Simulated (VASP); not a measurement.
Bi, 2 atoms in the cell. The cell holds a slab with vacuum, 2 atoms: a = 4.209 Å, b = 4.209 Å, c = 28.000 Å, α = 90.00°, β = 90.00°, γ = 120.00°. 

```yaml
Program: VASP 6.6.1
Task: single point
Functional: PBE
Potentials_or_basis: VASP PAW PBE potentials, release 64 (Bi_d)
Cutoff: 520 eV
k_mesh: 9 × 9 × 1
Occupations: gaussian, width 0.02 eV
Spin: no spin polarisation
Dipole_correction: yes
Further_INCAR_settings: ALGO = Normal; EDIFF = 1e-07; NBANDS = 22
```

Potentials or basis: VASP PAW PBE potentials, release 64 (Bi_d).

Run with:

```bash
$ cat potpaw_PBE.64/Bi_d/POTCAR > POTCAR
$ mpirun -np 1 vasp_std > vasp.out
```

Hardware: 1 thread of AMD EPYC 7R13 Processor (Zen 3) (shared host).

Q: How long does it take, and how much memory?

A: It took 3.5 min on 1 thread of AMD EPYC 7R13 Processor (Zen 3), on a shared host, peak memory 0.49 GiB. Counts: scf iterations 22, k points 12.
